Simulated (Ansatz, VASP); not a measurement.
One calculation of Si2Mo, two programs

File INCAR:

```
  PREC = Accurate
  ENCUT = 520
  EDIFF = 1E-6
  ISMEAR = -1
  SIGMA = 0.05
  LREAL = False
  LASPH = True
  NELM = 80
  ALGO = Normal
  ISIF = 2
  LWAVE = False
  LCHARG = True
  GGA = PE
  LELF = True
  LVHAR = True
  NBANDS = 18
```

The input KPOINTS:

```
regular mesh
0
Gamma
  16 16 16
```

Contents of POSCAR:

```
Si2Mo
1.0
   -1.4761561721      1.4761561721      3.6828780317
    1.4761561721     -1.4761561721      3.6828780317
    1.4761561721      1.4761561721     -3.6828780317
Si Mo
2 1
Direct
    0.6678657793      0.6678657793      0.0000000000
    0.3321342207      0.3321342207      0.0000000000
    0.0000000000      0.0000000000      0.0000000000
```

Input for Ansatz:

```yaml
crystal:
  lattice:
    - [-1.4761561721, 1.4761561721, 3.6828780317]
    - [1.4761561721, -1.4761561721, 3.6828780317]
    - [1.4761561721, 1.4761561721, -3.6828780317]
  atoms:
    - { symbol: Si, position: [0.6678657793, 0.6678657793, 0.0] }
    - { symbol: Si, position: [0.3321342207, 0.3321342207, 0.0] }
    - { symbol: Mo, position: [0.0, 0.0, 0.0] }
kpoints:
  mp_grid: { grid: [16, 16, 16] }
  band_path:
    path:
      - [0.0, 0.0, 0.0]
      - [0.0, 0.0, 0.5]
      - [0.25, 0.25, 0.25]
      - [0.0, 0.5, 0.0]
      - [0.0, 0.0, 0.0]
      - [0.5, 0.5, -0.5]
      - [0.2901633518, 0.7098366482, -0.2901633518]
      - [-0.2901633518, 0.2901633518, 0.2901633518]
      - [0.0, 0.0, 0.0]
    npoints: 6
scf:
  occupations: { method: fermi_dirac, width: 0.05 }
hamiltonian:
  xc: pbe
  pseudopotentials: { kind: all_electron, lapw: { basis_error: 0.001 } }
output:
  forces: true
  stress: true
  eigenvalues: true
  populations: true
```

Change from the starting cell: volume scaled by 0.8, LAPW.

Alike in both runs: task single point; functional PBE; k mesh 16 × 16 × 16; occupations fermi-dirac, width 0.05 eV; no spin polarisation.

|  | VASP | Ansatz |
| --- | --- | --- |
| version | VASP 6.6.1 | Ansatz 0.2.0 |
| potentials or method | VASP PAW PBE potentials, release 64 (Si, Mo_sv), cutoff 520 eV | all-electron LAPW, scalar-relativistic |

Ansatz gave:

- pressure (GPa): 81.4
- traceless stress, the component that is largest in VASP (GPa): 0.07
- rms of the force components (eV/Å): 0.001

Problem. What did VASP give for the same quantities?

Solution. Pressure (GPa): 81.9; traceless stress, the component that is largest in VASP (GPa): 0.07; rms of the force components (eV/Å): 0.006.

Atom by atom the forces differ by 0.006 eV/Å (rms over components). Both programs put the cell under a high pressure, so it lies far from rest at this level. Ansatz ran all-electron here, and VASP with PAW potentials.

Noted on VASP's run: the cell as given lies far from equilibrium.
